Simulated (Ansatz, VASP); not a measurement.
AlN in VASP and in Ansatz

INCAR

```
SYSTEM = AlN
PREC = Accurate
ENCUT = 600
EDIFF = 1E-6
ISMEAR = 0
SIGMA = 0.1
LREAL = .False.
LASPH = .True.
NELM = 120
ALGO = Normal
ISIF = 2
LWAVE = .False.
LCHARG = .False.
GGA = PE
NBANDS = 16
GGA_COMPAT = .False.
```

KPOINTS

```
regular mesh
0
Gamma
  6 4 6
  0 0 0
```

File POSCAR:

```
AlN
1.0
    3.1130547766      0.0000000000      0.0000000000
    0.0000000000      4.4025242180      0.0000000000
    0.0000000000      0.0000000000      3.1130547273
Al N
2 2
Direct
    0.0000000000      0.0000000000      0.0000000000
    0.5000000000      0.5000000000      0.5000117000
    0.5000000000      0.2500000000      0.0000000000
    0.0000000000      0.7500000000      0.5000117000
```

Input for Ansatz:

```yaml
crystal:
  lattice:
    - [3.1130547766, 0.0, 0.0]
    - [0.0, 4.402524218, 0.0]
    - [0.0, 0.0, 3.1130547273]
  atoms:
    - { symbol: Al, position: [0.0, 0.0, 0.0] }
    - { symbol: "N", position: [0.5, 0.25, 0.0] }
    - { symbol: Al, position: [0.5, 0.5, 0.5000117] }
    - { symbol: "N", position: [0.0, 0.75, 0.5000117] }
basis:
  ecutwfc: 420
kpoints:
  mp_grid: { grid: [6, 4, 6] }
hamiltonian:
  xc: pbe
  pseudopotentials: { kind: paw, azcp: { folder: soft_1 } }
scf:
  occupations: { method: gaussian, width: 0.1 }
output:
  forces: true
  stress: true
  eigenvalues: true
```

Alike in both runs: task single point; functional PBE; k mesh 6 × 4 × 6; occupations gaussian, width 0.1 eV; no spin polarisation.

|  | VASP | Ansatz |
| --- | --- | --- |
| version | VASP 6.6.1 | Ansatz 0.2.0 |
| potentials or method | VASP PAW PBE potentials, release 64 (Al, N), cutoff 600 eV | scalar-relativistic, plane waves, PAW |
| valence electrons in the cell | 16 | 16 |

|  | VASP | Ansatz | Ansatz less VASP |
| --- | --- | --- | --- |
| gap on the k mesh at the Fermi level (eV) | 3.31 | 3.31 | +0.006 |
| least direct gap on the mesh (eV) | 3.31 | 3.31 | +0.006 |
| pressure (GPa) | -0.3 | 0.0 | +0.29 |

The functional is the same, so the differences come from potentials, cutoffs and numerics. Ansatz's warnings: structure snapped to symmetry.
